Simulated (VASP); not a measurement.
Here is a VASP 6.6.1 calculation.

The input INCAR:

```
SYSTEM = W
PREC = Accurate ; ENCUT = 520
EDIFF = 1E-6 ; ISMEAR = -1
SIGMA = 0.1 ; LREAL = .FALSE.
LASPH = .TRUE. ; NELM = 60
ALGO = Normal ; ISIF = 2
LWAVE = .FALSE. ; LCHARG = .FALSE.
GGA = PE ; NBANDS = 13
```

File KPOINTS:

```
regular mesh
0
G
  18 18 18
  0 0 0
```

The input POSCAR:

```
W
1.0
    0.0000000000      1.6836549928      1.6836549928
    1.6836549928      0.0000000000      1.6836549928
    1.6836549928      1.6836549928      0.0000000000
W
1
Direct
    0.0000000000      0.0000000000      0.0000000000
```

Potentials or basis: VASP PAW PBE potentials, release 64 (W_sv).

Command:

```bash
$ cat potpaw_PBE.64/W_sv/POTCAR > POTCAR
$ mpirun -np 1 vasp_std > vasp.out
```

Estimate the pressure.

451.2 GPa.

Predict the band gap on the k mesh.

zero (band 7 reaches 28.92 eV, above the bottom of band 8 at 17.77 eV).

Caveat: spin-orbit coupling is left out, which moves the levels of the heavy elements.
